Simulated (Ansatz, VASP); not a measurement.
# Two plane-wave programs on ScAl3N4

POSCAR

```
ScAl3N4
1.0
   -3.2215000000      0.0000000000      0.0000000000
    0.0000000000      5.5798016766      0.0000000000
    1.6107500000     -2.7899008383     -5.0615000000
Sc Al N
1 3 4
Direct
    0.0000000000      0.3333333300      0.0000000000
    0.5000000000      0.8333333300      0.0000000000
    0.7500000000      0.4166666700      0.5000000000
    0.2500000000      0.9166666700      0.5000000000
    0.7500000000      0.0833333300      0.5000000000
    0.2500000000      0.5833333300      0.5000000000
    0.5000000000      0.1666666700      0.0000000000
    0.0000000000      0.6666666700      0.0000000000
```

The input INCAR.step1:

```
SYSTEM = ScAl3N4
ALGO = Normal
EDIFF = 1E-4
ENCUT = 600
GGA = PE
ISMEAR = 0
LASPH = .True.
LCHARG = .False.
LREAL = .False.
LWAVE = .True.
NELM = 100
PREC = Accurate
SIGMA = 0.1
```

File INCAR.step2:

```
SYSTEM = ScAl3N4
ALGO = Normal
EDIFF = 1E-6
EDIFFG = -0.05
ENCUT = 600
IBRION = 2
ISIF = 3
ISMEAR = 0
ISTART = 1
LASPH = .True.
LCHARG = .False.
LMIXTAU = .True.
LREAL = .False.
LWAVE = .False.
METAGGA = R2SCAN
NELM = 100
NSW = 100
PREC = Accurate
SIGMA = 0.1
```

The input KPOINTS:

```
k-points
0
Gamma
  6 6 6
  0 0 0
```

Input for Ansatz:

```yaml
crystal:
  lattice:
    - [-3.2215, 0.0, 0.0]
    - [0.0, 5.5798016766, 0.0]
    - [1.61075, -2.7899008383, -5.0615]
  atoms:
    - { symbol: Sc, position: [0.0, 0.33333333, 0.0] }
    - { symbol: Al, position: [0.5, 0.83333333, 0.0] }
    - { symbol: Al, position: [0.75, 0.41666667, 0.5] }
    - { symbol: Al, position: [0.25, 0.91666667, 0.5] }
    - { symbol: "N", position: [0.75, 0.08333333, 0.5] }
    - { symbol: "N", position: [0.25, 0.58333333, 0.5] }
    - { symbol: "N", position: [0.5, 0.16666667, 0.0] }
    - { symbol: "N", position: [0.0, 0.66666667, 0.0] }
basis:
  ecutwfc: 600.0
kpoints:
  mp_grid: { grid: [6, 6, 6] }
hamiltonian:
  xc: r2scan
  pseudopotentials: { kind: paw, azcp: { folder: soft_1 } }
scf:
  occupations: { method: gaussian, width: 0.1 }
output:
  forces: true
  stress: true
  eigenvalues: true
relax:
  adjacent_minimum: "off"
  f_tol: 0.05
  max_steps: 80
  cell: { stress_tol: 0.5 }
```

Alike in both runs: task relaxation of cell and atoms; functional r2SCAN; k mesh 6 × 6 × 6; occupations gaussian, width 0.1 eV; no spin polarisation.

|  | VASP | Ansatz |
| --- | --- | --- |
| version | VASP 6.6.1 | Ansatz 0.2.0 |
| potentials or method | VASP PAW PBE potentials, release 64 (Sc_sv, Al, N), cutoff 600 eV | scalar-relativistic, plane waves, PAW |
| valence electrons in the cell | 40 | 40 |

```tsv
	VASP	Ansatz	Ansatz less VASP
gap on the k mesh at the Fermi level, each at its own relaxed structure (eV)	3.06	3.08	+0.014
relaxed volume (Å³/atom)	10.66	10.64	-0.011
relaxed cell length with the largest relative difference (Å)	5.967	5.954	-0.0131
```

VASP's potentials were made for PBE, not for r2SCAN.
